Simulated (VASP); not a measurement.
# Pd (Im-3m) in VASP: further runs

Pd is run at these levels: PBE; tasks: single point.

Program: VASP 6.6.1. These are calculated values, not measurements. Logs are shortened: lines on timing, memory, paths and dates and some standing lists are left out, and cuts for length are marked.

### 1 The cell of the first run

It takes space group Im-3m (No. 229, cubic). The conventional cell has a = 3.073 Å, b = 3.073 Å, c = 3.073 Å, α = 90.00°, β = 90.00°, γ = 90.00°. Pd (site symmetry m-3m) has 14 Pd at 2.66 to 3.07 Å within 3.5 Å.

This isn't the form of Pd at room conditions, which is fcc.

### 2 Single point, PBE

Contents of INCAR:

```
SYSTEM = Pd
PREC = Accurate
ENCUT = 520
EDIFF = 1E-6
ISMEAR = -1
SIGMA = 0.06122561905347299
LREAL = .False.
LASPH = .True.
NELM = 80
ALGO = Normal
ISIF = 2
LWAVE = .False.
LCHARG = .False.
GGA = PE
NBANDS = 11
```

Contents of KPOINTS:

```
regular mesh
0
Gamma
  49 49 49
  0 0 0
```

Contents of POSCAR:

```
Pd
1.0
   -1.5366995715      1.5366995715      1.5366995715
    1.5366995715     -1.5366995715      1.5366995715
    1.5366995715      1.5366995715     -1.5366995715
Pd
1
Direct
    0.0000000000      0.0000000000      0.0000000000
```

Potentials or basis: VASP PAW PBE potentials, release 64 (Pd).

Command:

```console
cat potpaw_PBE.64/Pd/POTCAR > POTCAR
mpirun -np 1 vasp_std > vasp.out
```

OUTCAR:

```text
SYSTEM = Pd
   PREC = Accurate
   ENCUT = 520
   EDIFF = 1E-6
   ISMEAR = -1
   LREAL = .False.
   LASPH = .True.
   NELM = 80
   ISIF = 2
   GGA = PE

 ion  position               nearest neighbor table
   1  0.000  0.000  0.000-

  LATTYP: Found a body centered cubic cell.
 ALAT       =     3.0733991430

  Lattice vectors:

 A1 = (  -1.5366995715,   1.5366995715,   1.5366995715)
 A2 = (   1.5366995715,  -1.5366995715,   1.5366995715)
 A3 = (   1.5366995715,   1.5366995715,  -1.5366995715)

Analysis of symmetry for initial positions (statically):
=====================================================================
 Subroutine PRICEL returns:
 Original cell was already a primitive cell.

 Routine SETGRP: Setting up the symmetry group for a
 body centered cubic supercell.

 Subroutine GETGRP returns: Found 48 space group operations
 (whereof 48 operations were pure point group operations)
 out of a pool of 48 trial point group operations.

The static configuration has the point symmetry O_h .

Analysis of symmetry for dynamics (positions and initial velocities):
=====================================================================
 Subroutine PRICEL returns:
 Original cell was already a primitive cell.

 Routine SETGRP: Setting up the symmetry group for a
 body centered cubic supercell.

 Subroutine GETGRP returns: Found 48 space group operations
 (whereof 48 operations were pure point group operations)
 out of a pool of 48 trial point group operations.

The dynamic configuration has the point symmetry O_h .

 Subroutine INISYM returns: Found 48 space group operations
 (whereof 48 operations are pure point group operations),
 and found     1 'primitive' translations

----------------------------------------------------------------------------------------

                                     Primitive cell

  volume of cell :      14.5153

  direct lattice vectors                    reciprocal lattice vectors
    -1.536699572  1.536699572  1.536699572     0.000000000  0.325372642  0.325372642
     1.536699572 -1.536699572  1.536699572     0.325372642  0.000000000  0.325372642
     1.536699572  1.536699572 -1.536699572     0.325372642  0.325372642  0.000000000

  length of vectors
     2.661641734  2.661641734  2.661641734     0.460146404  0.460146404  0.460146404

[... 75 lines left out ...]
   LASPH  =      T    aspherical Exc in radial PAW
   ENCUT  =  520.0 eV  38.22 Ry    6.18 a.u.   4.95  4.95  4.95*2*pi/ulx,y,z
   NELM   =     80;   NELMIN=  2; NELMDL= -5     # of ELM steps
   EDIFF  = 0.1E-05   stopping-criterion for ELM
   LREAL  =      F    real-space projection
   EDIFFG = 0.1E-04   stopping-criterion for IOM
   NSW    =      0    number of steps for IOM
   IBRION =     -1    ionic relax: 0-MD 1-quasi-New 2-CG
   NFREE  =      0    steps in history (QN), initial steepest desc. (CG)
   ISIF   =      2    stress and relaxation
   ISYM   =      2    0-nonsym 1-usesym 2-fastsym
   POTIM  = 0.5000    time-step for ionic-motion
   TEBEG  =    0.0;   TEEND  =   0.0 temperature during run
   PSTRESS=    0.0 pullay stress
   NELECT =      10.0000    total number of electrons
   NUPDOWN=      -1.0000    fix difference up-down
   EMIN   =  10.00;   EMAX   =-10.00  energy-range for DOS
   EFERMI =   0.00;   METHOD = LEGACY
   ISMEAR =    -1;   SIGMA  =   0.06  broadening in eV -4-tet -1-fermi 0-gaus
   EFERMI_NEDOS =   21; number of points for ismear=-14 and -15
   IALGO  =     38    algorithm
   IMIX   =      4    mixing-type and parameters
     AMIX     =   0.40;   BMIX     =  1.00
     AMIX_MAG =   1.60;   BMIX_MAG =  1.00
  volume/ion in A,a.u.               =      14.52        97.95
  Fermi-wavevector in a.u.,A,eV,Ry     =   1.445881  2.732319 28.443954  2.090572
  Thomas-Fermi vector in A             =   2.564013
   LORBIT       =      0    0 simple, 1 ext, 2 COOP (PROOUT), +10 PAW based schemes
   GGA     = PE    functional components
   LHFCALC =     F    Hartree Fock is set to
   AEXX    =    0.0000 exact exchange contribution
   IVDW    =     0    specifies the selected vdW correction
   LEPSILON=     F    determine dielectric tensor
   LRPA    =     F    only Hartree local field effects (RPA)
 non-spin polarized calculation
  energy-cutoff  :      520.00
  volume of cell :       14.52
 maximum number of plane-waves:       410
   NGX =  9   NGY =  9   NGZ =  9

 number of electron      10.0000000 magnetization

 number of electron       9.9999997 magnetization

 Free energy of the ion-electron system (eV)
  ---------------------------------------------------
  ext. energy  EPLUGINS =         0.00000000
  ---------------------------------------------------
  free energy    TOTEN  =        -5.14967450 eV

  energy without entropy =       -5.13477704  energy(sigma->0) =       -5.14222577

 E-fermi :  10.0478     XC(G=0): -13.2798

 val. band max:       10.0472374386   @ k =  -0.3878   0.3878   0.1224
 cond. band min:      10.0486942189   @ k =  -0.3878  -0.4898   0.0816
 fundamental gap:      0.0014567803
 Fermi energy:        10.0478464125

 k-point     1 :       0.0000    0.0000    0.0000
  band No.  band energies     occupation
      1       2.8003      2.00000
      2       7.0183      2.00000
      3       7.0183      2.00000
      4       7.0183      2.00000
      5       9.0616      2.00000
      6       9.0616      2.00000
      7      29.4806      0.00000
      8      29.4806      0.00000
      9      29.4806      0.00000
     10      36.3909      0.00000
     11      38.2519      0.00000
[... 309 lines left out ...]
 k-point    24 :       0.4694    0.0000    0.0000
  band No.  band energies     occupation
      1       4.6249      2.00000
      2       5.7902      2.00000
      3       8.9838      2.00000
      4       9.3081      1.99999
      5      10.6402      0.00013
      6      11.2614      0.00000
      7      18.3862      0.00000
      8      25.2987      0.00000
      9      28.2179      0.00000
     10      34.6892      0.00000
     11      35.8443      0.00000

 [... further k-points ...]
[... 5 lines left out ...]
  --------------------------------------------------------------------------------------
  -------------------------------------------------------------------------------------
  Total        1.0635037      1.0635037      1.0635037     -0.0000000      0.0000000     -0.0000000
  in kB      117.3877259    117.3877259    117.3877259     -0.0000000      0.0000000     -0.0000000
  external PRESSURE =     117.3877259 kB  Pullay stress =       0.0000000 kB

 VOLUME and BASIS-vectors are now :
 -----------------------------------------------------------------------------
  energy-cutoff  :      520.00
  volume of cell :       14.52
      direct lattice vectors                 reciprocal lattice vectors
    -1.536699572  1.536699572  1.536699572     0.000000000  0.325372642  0.325372642
     1.536699572 -1.536699572  1.536699572     0.325372642  0.000000000  0.325372642
     1.536699572  1.536699572 -1.536699572     0.325372642  0.325372642  0.000000000

 POSITION                                       TOTAL-FORCE (eV/Angst)
 -----------------------------------------------------------------------------------
      0.00000      0.00000      0.00000         0.000000      0.000000     -0.000000
 -----------------------------------------------------------------------------------
    total drift:                                0.000000     -0.000000      0.000000

  FREE ENERGIE OF THE ION-ELECTRON SYSTEM (eV)
  ---------------------------------------------------
  free  energy   TOTEN  =        -5.1496745015 eV

  energy  without entropy=       -5.1347770377  energy(sigma->0) =       -5.14222577
```

Run time: 2.3 min. Hardware: 1 thread of Intel Xeon 6975P-C (Granite Rapids), shared host; peak memory 0.54 GiB.

What came out:

```
Free energy            : -5.1497 eV
Pressure               : 11.7 GPa
Band gap on the k mesh : zero (bands 5 and 6 overlap by 1.74 eV)
```

Levels at points of the mesh, in eV from the Fermi level:
```
           k point  band 2  band 3  band 4  band 5  band 6  band 7  band 8  band 9
(0.00, 0.00, 0.00)   -3.03   -3.03   -3.03   -0.99   -0.99   19.43   19.43   19.43
```

Caveat: the cell stands under pressure.

[end of part 1 of 2]
